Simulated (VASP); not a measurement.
The system is Si.

```
CELL_PARAMETERS angstrom
0.00000 2.72212 2.72212
2.66849 0.00000 2.72212
2.66849 2.72212 0.00000
ATOMIC_POSITIONS crystal
Si 0.00000 0.00000 0.00000
Si 0.25000 0.25000 0.25000
```

This cell differs from its parent crystal: uniaxial x strain -2.0%.

Base run:

* Program: VASP 6.6.1
* Functional: HSE06
* Potentials or basis: VASP PAW PBE potentials, release 64 (Si)
* Cutoff: 520 eV
* k mesh: 6 × 6 × 6
* Occupations: gaussian, width 0.01 eV
* Spin: no spin polarisation

Its results: band gap on the k mesh 1.06 eV, indirect (least direct gap 3.19 eV); pressure 1.5 GPa.

Q: The run is repeated on the same cell with these changes: functional from HSE06 to r2SCAN; k mesh from 6 × 6 × 6 to 8 × 8 × 8. What comes out?

A: Band gap on the k mesh 0.57 eV, indirect (least direct gap 2.61 eV); pressure 1.8 GPa.

Several settings changed at once, so the effect can't be laid on one alone.

Caveats: the PAW data sets were made with another functional, which shifts forces and pressure a little.

A k mesh can miss the band edges.
